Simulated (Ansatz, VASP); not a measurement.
**P in VASP and in Ansatz**

```
P
1.0
     3.38167    0.00000    0.00000
    -1.69083    2.92861    0.00000
     0.00000    0.00000    5.18985
P
3
Direct
  0.33333 0.66667 0.00000
  0.00000 0.00000 0.29124
  0.00000 0.00000 0.70876
```

Alike in both runs: task relaxation of cell and atoms; functional PBE; k mesh 18 × 18 × 10; occupations gaussian, width 0.1 eV; no spin polarisation.

|  | VASP | Ansatz |
| --- | --- | --- |
| version | VASP 6.6.1 | Ansatz 0.2.0 |
| potentials or method | VASP PAW PBE potentials, release 64 (P), cutoff 600 eV | scalar-relativistic, plane waves, PAW |
| valence electrons in the cell | 15 | 15 |

|  | VASP | Ansatz | Ansatz less VASP |
| --- | --- | --- | --- |
| gap on the k mesh at the Fermi level, each at its own relaxed structure (eV) | none | none | - |
| relaxed volume (Å³/atom) | 17.73 | 17.72 | -0.003 |
| relaxed length of the cell vector where the two differ most in proportion (Å) | 5.097 | 5.108 | +0.0117 |

A gap of «none» marks a metal or a gap that the smearing closes.
